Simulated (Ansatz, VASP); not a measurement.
# One calculation of AlPtC2N2, two programs

```xyz
6
Lattice="4.3092 0.0000 0.0000 1.7486 4.2166 0.0000 0.6334 0.6930 8.6123" Properties=species:S:1:pos:R:3 pbc="T T T"
Al    3.3456    2.4548    4.3061
Pt    0.0000    0.0000    0.0000
C     2.7478    3.9777    6.9775
C     3.9434    0.9320    1.6348
N     2.9711    3.4089    5.9797
N     3.7201    1.5008    2.6325
```

Alike in both runs: task single point; functional PBE; k mesh 4 × 4 × 2; occupations gaussian, width 0.1 eV; no spin polarisation.

|  | VASP | Ansatz |
| --- | --- | --- |
| version | VASP 6.6.1 | Ansatz 0.2.0 |
| potentials or method | VASP PAW PBE potentials, release 64 (Al, Pt_sv_GW, C, N), cutoff 700 eV | scalar-relativistic, plane waves, PAW |
| valence electrons in the cell | 39 | 39 |

|  | VASP | Ansatz | Ansatz less VASP |
| --- | --- | --- | --- |
| gap on the k mesh at the Fermi level (eV) | none | none | - |
| pressure (GPa) | -0.1 | -0.2 | -0.13 |
| traceless stress, the component that is largest in VASP (GPa) | -2.06 | -1.83 | +0.226 |
| rms of the force components (eV/Å) | 1.312 | 1.152 | -0.1603 |

Atom by atom the forces differ by 0.163 eV/Å (rms over components). A gap of «none» marks a metal or a gap that the smearing closes.

The k mesh is coarse, so the values compare programs but aren't converged. Neither program's run includes spin-orbit coupling. Noted on VASP's run: the standard files for N, O and F lose accuracy on very short bonds.
